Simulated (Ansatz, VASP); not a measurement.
# One calculation of MgO, two programs

```
Mg O
1.0
     0.00000    2.10850    2.10850
     2.10850    0.00000    2.10850
     2.10850    2.10850    0.00000
Mg O
1 1
Direct
  0.00000 0.00000 0.00000
  0.50000 0.50000 0.50000
```

Alike in both runs: task single point; functional PBE; k mesh 12 × 12 × 12; occupations gaussian, width 0.02 eV; no spin polarisation.

```csv
,VASP,Ansatz
version,VASP 6.6.1,Ansatz 0.2.0
potentials or method,"VASP PAW PBE potentials, release 64 (Mg, O), cutoff 600 eV","scalar-relativistic, plane waves, PAW"
valence electrons in the cell,8,16
```

Ansatz gave:

```
gap on the k mesh at the Fermi level (eV) : 4.71
least direct gap on the mesh (eV)         : 4.71
pressure (GPa)                            : 4.1
```

Q: Which values does VASP return?

A: gap on the k mesh at the Fermi level (eV): 4.69; least direct gap on the mesh (eV): 4.69; pressure (GPa): 3.1.

VASP's potentials hold 8 valence electrons a cell and Ansatz's 16, so a difference there can come from the potentials and not from the codes.
